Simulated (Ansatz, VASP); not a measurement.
Two plane-wave programs on Zr2TiC3

```xyz
6
Lattice="3.2535 0.0000 0.0000 -1.6267 2.8176 0.0000 0.0000 0.0000 7.9259" Properties=species:S:1:pos:R:3 pbc="T T T"
Zr    0.0000    1.8784    5.3389
Zr    1.6267    0.9392    2.5870
Ti    0.0000    0.0000    0.0000
C     1.6267    0.9392    6.7121
C     0.0000    1.8784    1.2138
C     0.0000    0.0000    3.9629
```

Alike in both runs: functional PBE; k mesh 12 × 12 × 6; occupations gaussian, width 0.1 eV; no spin polarisation.

Ansatz relaxed the structure, and its values are those at the end. VASP's run is a single point on that final structure, the one shown.

|  | VASP | Ansatz |
| --- | --- | --- |
| version | VASP 6.6.1 | Ansatz 0.2.0 |
| potentials or method | VASP PAW PBE potentials, release 64 (Zr_sv, Ti_sv, C), cutoff 520 eV | scalar-relativistic, plane waves, PAW |
| valence electrons in the cell | 48 | 48 |

```tsv
	VASP	Ansatz	Ansatz less VASP
gap on the k mesh at the Fermi level (eV)	none	none	-
pressure (GPa)	0.3	0.0	-0.25
rms of the force components (eV/Å)	0.004	0.004	-0.0003
```

A gap of «none» marks a metal or a gap that the smearing closes. With one functional, cell and mesh, what is left measures potentials, basis and numerics.
